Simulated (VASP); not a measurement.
# TaN (I4/mmm) in VASP: a series of runs

TaN is run at these levels: PBE; tasks: single point.

Program: VASP 6.6.1. These are calculated values, not measurements. Logs are shortened: lines on timing, memory, paths and dates and some standing lists are left out, and cuts for length are marked.

**1. The cell of the first run**

The structure is tetragonal, space group I4/mmm (No. 139). The conventional cell has a = 2.958 Å, b = 2.958 Å, c = 4.358 Å, α = 90.00°, β = 90.00°, γ = 90.00°. Ta (site symmetry 4/mmm) has 6 N at 2.09 to 2.18 Å within 2.8 Å. N (site symmetry 4/mmm) has 6 Ta at 2.09 to 2.18 Å within 2.8 Å.

**2. Single point, PBE (strain -0.0400 x Voigt [1, 1, 0, 0, 0, 0])**

INCAR

```
  PREC = Accurate
  ENCUT = 520
  EDIFF = 1E-6
  ISMEAR = 0
  SIGMA = 0.15
  LREAL = F
  LASPH = T
  NELM = 60
  ALGO = Normal
  ISIF = 2
  LWAVE = F
  LCHARG = F
  GGA = PE
  NBANDS = 15
```

KPOINTS

```
Automatic mesh
0
Gamma
  18 18 18
```

POSCAR

```
TaN
1.0
    0.0000000000      2.0918400000      2.1790000000
    2.0918400000      0.0000000000      2.1790000000
    2.0918400000      2.0918400000      0.0000000000
Ta N
1 1
Direct
    0.5000000000      0.5000000000      0.5000000000
    0.0000000000      0.0000000000      0.0000000000
```

Potentials or basis: VASP PAW PBE potentials, release 64 (Ta_pv, N).

Launch:

```sh
$ cat potpaw_PBE.64/Ta_pv/POTCAR potpaw_PBE.64/N/POTCAR > POTCAR
$ mpirun -np 1 vasp_std > vasp.out
```

OUTCAR:

```text
PREC = Accurate
   ENCUT = 520
   EDIFF = 1E-6
   ISMEAR = 0
   LREAL = F
   LASPH = T
   NELM = 60
   ISIF = 2
   GGA = PE

 ion  position               nearest neighbor table
   1  0.500  0.500  0.500-   2 2.09   2 2.09   2 2.09   2 2.09   2 2.18   2 2.18
   2  0.000  0.000  0.000-   1 2.09   1 2.09   1 2.09   1 2.09   1 2.18   1 2.18

  LATTYP: Found a body centered tetragonal cell.
 ALAT       =     2.9583084983
 C/A-ratio  =     1.4731391275

  Lattice vectors:

 A1 = (  -2.0918400000,   0.0000000000,   2.1790000000)
 A2 = (   2.0918400000,   0.0000000000,   2.1790000000)
 A3 = (   0.0000000000,   2.0918400000,  -2.1790000000)

Analysis of symmetry for initial positions (statically):
=====================================================================
 Subroutine PRICEL returns:
 Original cell was already a primitive cell.

 Routine SETGRP: Setting up the symmetry group for a
 body centered tetragonal supercell.

 Subroutine GETGRP returns: Found 16 space group operations
 (whereof 16 operations were pure point group operations)
 out of a pool of 16 trial point group operations.

The static configuration has the point symmetry D_4h.

Analysis of symmetry for dynamics (positions and initial velocities):
=====================================================================
 Subroutine PRICEL returns:
 Original cell was already a primitive cell.

 Routine SETGRP: Setting up the symmetry group for a
 body centered tetragonal supercell.

 Subroutine GETGRP returns: Found 16 space group operations
 (whereof 16 operations were pure point group operations)
 out of a pool of 16 trial point group operations.

The dynamic configuration has the point symmetry D_4h.

 Subroutine INISYM returns: Found 16 space group operations
 (whereof 16 operations are pure point group operations),
 and found     1 'primitive' translations

----------------------------------------------------------------------------------------

                                     Primitive cell

  volume of cell :      19.0697

  direct lattice vectors                    reciprocal lattice vectors
     0.000000000  2.091840000  2.179000000    -0.239024017  0.239024017  0.229463056
     2.091840000  0.000000000  2.179000000     0.239024017 -0.239024017  0.229463056
     2.091840000  2.091840000  0.000000000     0.239024017  0.239024017 -0.229463056

  length of vectors
     3.020568752  3.020568752  2.958308498     0.408556307  0.408556307  0.408556307

[... 90 lines left out ...]
   PSTRESS=    0.0 pullay stress
   NELECT =      16.0000    total number of electrons
   NUPDOWN=      -1.0000    fix difference up-down
   EMIN   =  10.00;   EMAX   =-10.00  energy-range for DOS
   EFERMI =   0.00;   METHOD = LEGACY
   ISMEAR =     0;   SIGMA  =   0.15  broadening in eV -4-tet -1-fermi 0-gaus
   EFERMI_NEDOS =   21; number of points for ismear=-14 and -15
   IALGO  =     38    algorithm
   IMIX   =      4    mixing-type and parameters
     AMIX     =   0.40;   BMIX     =  1.00
     AMIX_MAG =   1.60;   BMIX_MAG =  1.00
  volume/ion in A,a.u.               =       9.53        64.34
  Fermi-wavevector in a.u.,A,eV,Ry     =   1.544069  2.917868 32.438328  2.384150
  Thomas-Fermi vector in A             =   2.649643
   LORBIT       =      0    0 simple, 1 ext, 2 COOP (PROOUT), +10 PAW based schemes
   GGA     = PE    functional components
   LHFCALC =     F    Hartree Fock is set to
   AEXX    =    0.0000 exact exchange contribution
   IVDW    =     0    specifies the selected vdW correction
   LEPSILON=     F    determine dielectric tensor
   LRPA    =     F    only Hartree local field effects (RPA)
 non-spin polarized calculation
 Gauss-broadening in eV      SIGMA  =   0.15
  energy-cutoff  :      520.00
  volume of cell :       19.07
 maximum number of plane-waves:       540
   NGX = 11   NGY = 11   NGZ = 11

 number of electron      16.0000000 magnetization

 Free energy of the ion-electron system (eV)
  ---------------------------------------------------
  ext. energy  EPLUGINS =         0.00000000
  ---------------------------------------------------
  free energy    TOTEN  =       -21.38452372 eV

  energy without entropy =      -21.37618764  energy(sigma->0) =      -21.38035568

 E-fermi :  10.8362     XC(G=0): -14.0483

 val. band max:       10.8347275973   @ k =   0.1667   0.0000   0.1667
 cond. band min:      10.8395503915   @ k =   0.1667   0.1667   0.0000
 fundamental gap:      0.0048227942
 Fermi energy:        10.8362265854

 k-point     1 :       0.0000    0.0000    0.0000
  band No.  band energies     occupation
      1     -24.7370      2.00000
      2     -24.7210      2.00000
      3     -24.7210      2.00000
      4      -8.9594      2.00000
      5       6.5123      2.00000
      6       6.7652      2.00000
      7       6.7652      2.00000
      8       8.0298      2.00000
      9       8.5955      2.00000
     10       8.5955      2.00000
     11      10.3435      2.00000
     12      11.2429      0.00013
     13      13.6296      0.00000
     14      20.2875      0.00000
[... 401 lines left out ...]
      2     -24.8439      2.00000
      3     -24.7391      2.00000
      4      -7.3197      2.00000
      5       2.5956      2.00000
      6       3.7368      2.00000
      7       4.0439      2.00000
      8       9.8500      2.00000
      9      10.0405      2.00000
     10      10.9355      0.34939
     11      13.3307      0.00000
     12      16.3747      0.00000
     13      16.8934      0.00000
     14      23.4563      0.00000
     15      24.1090      0.00000

 [... further k-points ...]

------------------------ aborting loop because EDIFF is reached ----------------------------------------

  FORCE on cell =-STRESS in cart. coord.  units (eV):
  Direction    XX          YY          ZZ          XY          YZ          ZX
  --------------------------------------------------------------------------------------
  -------------------------------------------------------------------------------------
  Total        8.1807564      8.1807564      3.6403541      0.0000000      0.0000000      0.0000000
  in kB      687.3214370    687.3214370    305.8511117      0.0000000      0.0000000      0.0000000
  external PRESSURE =     560.1646619 kB  Pullay stress =       0.0000000 kB

 VOLUME and BASIS-vectors are now :
 -----------------------------------------------------------------------------
  energy-cutoff  :      520.00
  volume of cell :       19.07
      direct lattice vectors                 reciprocal lattice vectors
     0.000000000  2.091840000  2.179000000    -0.239024017  0.239024017  0.229463056
     2.091840000  0.000000000  2.179000000     0.239024017 -0.239024017  0.229463056
     2.091840000  2.091840000  0.000000000     0.239024017  0.239024017 -0.229463056

 POSITION                                       TOTAL-FORCE (eV/Angst)
 -----------------------------------------------------------------------------------
      2.09184      2.09184      2.17900         0.000000      0.000000      0.000000
      0.00000      0.00000      0.00000         0.000000      0.000000      0.000000
 -----------------------------------------------------------------------------------
    total drift:                                0.000000     -0.000000     -0.000000

  FREE ENERGIE OF THE ION-ELECTRON SYSTEM (eV)
  ---------------------------------------------------
  free  energy   TOTEN  =       -21.3845237199 eV

  energy  without entropy=      -21.3761876436  energy(sigma->0) =      -21.38035568
```

OSZICAR:

```text
N       E                     dE             d eps       ncg     rms          rms(c)
DAV:   1     0.906047199172E+02    0.90605E+02   -0.88107E+03 14423   0.115E+03
DAV:   2    -0.218019709764E+02   -0.11241E+03   -0.10601E+03 17585   0.310E+02
DAV:   3    -0.244369123903E+02   -0.26349E+01   -0.26197E+01 16255   0.446E+01
DAV:   4    -0.244462279458E+02   -0.93156E-02   -0.93097E-02 18664   0.281E+00
DAV:   5    -0.244462800976E+02   -0.52152E-04   -0.52149E-04 16423   0.184E-01    0.305E+01
DAV:   6    -0.214468812109E+02    0.29994E+01   -0.54297E+00 17605   0.271E+01    0.131E+01
DAV:   7    -0.214147087105E+02    0.32173E-01   -0.48949E-01 16969   0.584E+00    0.867E+00
DAV:   8    -0.213905177434E+02    0.24191E-01   -0.96997E-02 16374   0.260E+00    0.203E+00
DAV:   9    -0.213846072475E+02    0.59105E-02   -0.14504E-02 15807   0.996E-01    0.308E-01
DAV:  10    -0.213845665445E+02    0.40703E-04   -0.88890E-04 16746   0.356E-01    0.684E-02
DAV:  11    -0.213845256570E+02    0.40887E-04   -0.91238E-05 16235   0.109E-01    0.375E-02
DAV:  12    -0.213845241620E+02    0.14950E-05   -0.84944E-06 16101   0.286E-02    0.410E-03
DAV:  13    -0.213845237199E+02    0.44209E-06   -0.52939E-07  8068   0.584E-03
   1 F= -.21384524E+02 E0= -.21380356E+02  d E =-.833608E-02
```

It took 37 s on 1 thread of Intel Xeon 6975P-C (Granite Rapids), shared host; peak memory 0.26 GiB.

Results:

| Property | Result |
| --- | --- |
| Free energy | -21.3845 eV |
| Pressure | 56.0 GPa |
| Band gap on the k mesh | zero (bands 8 and 9 overlap by 4.38 eV) |

Caveat: the cell differs from its parent crystal (strain -0.0400 x Voigt [1, 1, 0, 0, 0, 0]); the stress differs along the axes, from 31 to 69 GPa; spin-orbit coupling is left out, which moves the levels of the heavy elements.

**3. Single point, PBE (strain -0.0300 x Voigt [1, 1, 0, 0, 0, 0])**

INCAR

```
SYSTEM = TaN
PREC = Accurate
ENCUT = 520
EDIFF = 1E-6
ISMEAR = 0
SIGMA = 0.15
LREAL = .False.
LASPH = .True.
NELM = 80
ALGO = Normal
ISIF = 2
LWAVE = .False.
LCHARG = .False.
GGA = PE
NBANDS = 15
```

KPOINTS

```
Automatic mesh
0
Gamma
  18 18 18
  0 0 0
```

POSCAR

```
TaN
1.0
    0.0000000000      2.1136300000      2.1790000000
    2.1136300000      0.0000000000      2.1790000000
    2.1136300000      2.1136300000      0.0000000000
Ta N
1 1
Direct
    0.5000000000      0.5000000000      0.5000000000
    0.0000000000      0.0000000000      0.0000000000
```

Potentials or basis: VASP PAW PBE potentials, release 64 (Ta_pv, N).

Launch:

```sh
$ cat potpaw_PBE.64/Ta_pv/POTCAR potpaw_PBE.64/N/POTCAR > POTCAR
$ mpirun -np 1 vasp_std > vasp.out
```

OUTCAR:

```text
SYSTEM = TaN
   PREC = Accurate
   ENCUT = 520
   EDIFF = 1E-6
   ISMEAR = 0
   LREAL = .False.
   LASPH = .True.
   NELM = 80
   ISIF = 2
   GGA = PE

 ion  position               nearest neighbor table
   1  0.500  0.500  0.500-   2 2.11   2 2.11   2 2.11   2 2.11   2 2.18   2 2.18
   2  0.000  0.000  0.000-   1 2.11   1 2.11   1 2.11   1 2.11   1 2.18   1 2.18

  LATTYP: Found a body centered tetragonal cell.
 ALAT       =     2.9891242118
 C/A-ratio  =     1.4579521262

  Lattice vectors:

 A1 = (  -2.1136300000,   0.0000000000,   2.1790000000)
 A2 = (   2.1136300000,   0.0000000000,   2.1790000000)
 A3 = (   0.0000000000,   2.1136300000,  -2.1790000000)

Analysis of symmetry for initial positions (statically):
=====================================================================
 Subroutine PRICEL returns:
 Original cell was already a primitive cell.

 Routine SETGRP: Setting up the symmetry group for a
 body centered tetragonal supercell.

 Subroutine GETGRP returns: Found 16 space group operations
 (whereof 16 operations were pure point group operations)
 out of a pool of 16 trial point group operations.

The static configuration has the point symmetry D_4h.

Analysis of symmetry for dynamics (positions and initial velocities):
[... 177 lines left out ...]
     10       8.3540      2.00000
     11      10.2710      1.99752
     12      10.8997      0.00371
     13      13.0681      0.00000
     14      20.0232      0.00000
[... 401 lines left out ...]
      2     -25.1287      2.00000
      3     -25.0389      2.00000
      4      -7.4729      2.00000
      5       2.4670      2.00000
      6       3.6248      2.00000
      7       3.9654      2.00000
      8       9.5997      2.00000
      9       9.7778      2.00000
     10      10.6969      0.32240
     11      13.2024      0.00000
     12      15.8501      0.00000
     13      16.3085      0.00000
     14      23.1489      0.00000
     15      23.6997      0.00000

 [... further k-points ...]

------------------------ aborting loop because EDIFF is reached ----------------------------------------

  FORCE on cell =-STRESS in cart. coord.  units (eV):
  Direction    XX          YY          ZZ          XY          YZ          ZX
  --------------------------------------------------------------------------------------
  -------------------------------------------------------------------------------------
  Total        6.4450549      6.4450549      3.1788342      0.0000000      0.0000000      0.0000000
  in kB      530.3859934    530.3859934    261.5973248      0.0000000      0.0000000      0.0000000
  external PRESSURE =     440.7897706 kB  Pullay stress =       0.0000000 kB

 VOLUME and BASIS-vectors are now :
 -----------------------------------------------------------------------------
  energy-cutoff  :      520.00
  volume of cell :       19.47
      direct lattice vectors                 reciprocal lattice vectors
     0.000000000  2.113630000  2.179000000    -0.236559852  0.236559852  0.229463056
     2.113630000  0.000000000  2.179000000     0.236559852 -0.236559852  0.229463056
     2.113630000  2.113630000  0.000000000     0.236559852  0.236559852 -0.229463056

 POSITION                                       TOTAL-FORCE (eV/Angst)
 -----------------------------------------------------------------------------------
      2.11363      2.11363      2.17900         0.000000     -0.000000      0.000000
      0.00000      0.00000      0.00000        -0.000000      0.000000      0.000000
 -----------------------------------------------------------------------------------
    total drift:                                0.000000     -0.000000     -0.000000

  FREE ENERGIE OF THE ION-ELECTRON SYSTEM (eV)
  ---------------------------------------------------
  free  energy   TOTEN  =       -21.5363111522 eV

  energy  without entropy=      -21.5279062858  energy(sigma->0) =      -21.53210872
```

OSZICAR:

```text
N       E                     dE             d eps       ncg     rms          rms(c)
DAV:   1     0.902605814974E+02    0.90261E+02   -0.88445E+03 14439   0.115E+03
DAV:   2    -0.219137174480E+02   -0.11217E+03   -0.10599E+03 17599   0.309E+02
DAV:   3    -0.245738123480E+02   -0.26601E+01   -0.26452E+01 16066   0.445E+01
DAV:   4    -0.245832828521E+02   -0.94705E-02   -0.94672E-02 18699   0.282E+00
DAV:   5    -0.245833389747E+02   -0.56123E-04   -0.56119E-04 16249   0.191E-01    0.292E+01
DAV:   6    -0.216013663221E+02    0.29820E+01   -0.54022E+00 17523   0.270E+01    0.124E+01
DAV:   7    -0.215668513553E+02    0.34515E-01   -0.50511E-01 17249   0.585E+00    0.832E+00
DAV:   8    -0.215426969743E+02    0.24154E-01   -0.10814E-01 16297   0.275E+00    0.198E+00
DAV:   9    -0.215364036317E+02    0.62933E-02   -0.16014E-02 15877   0.104E+00    0.313E-01
DAV:  10    -0.215363571963E+02    0.46435E-04   -0.99843E-04 16682   0.371E-01    0.648E-02
DAV:  11    -0.215363133768E+02    0.43819E-04   -0.99737E-05 16298   0.115E-01    0.364E-02
DAV:  12    -0.215363116328E+02    0.17440E-05   -0.93483E-06 16556   0.298E-02    0.364E-03
DAV:  13    -0.215363111522E+02    0.48060E-06   -0.54040E-07  8495   0.596E-03
   1 F= -.21536311E+02 E0= -.21532109E+02  d E =-.840487E-02
```

stdout:

```text
POSCAR found type information on POSCAR TaN
 POSCAR found :  2 types and       2 ions
 scaLAPACK will be used
 LDA part: xc-table for (Slater+PW92), standard interpolation
 POSCAR, INCAR and KPOINTS ok, starting setup
 FFT: planning ... GRIDC
 FFT: planning ... GRID_SOFT
 FFT: planning ... GRID
 WAVECAR not read
 entering main loop
```

It took 36 s on 1 thread of Intel Xeon 6975P-C (Granite Rapids), shared host; peak memory 0.26 GiB.

What came out:

* Free energy: -21.5363 eV
* Pressure: 44.1 GPa
* Band gap on the k mesh: zero (bands 8 and 9 overlap by 4.30 eV)

Stress tensor (GPa, compression positive):
```
53.04  0.00  0.00
 0.00 53.04  0.00
 0.00  0.00 26.16
```

Caveat: the cell differs from its parent crystal (strain -0.0300 x Voigt [1, 1, 0, 0, 0, 0]); the stress differs along the axes, from 26 to 53 GPa; spin-orbit coupling is left out, which moves the levels of the heavy elements.
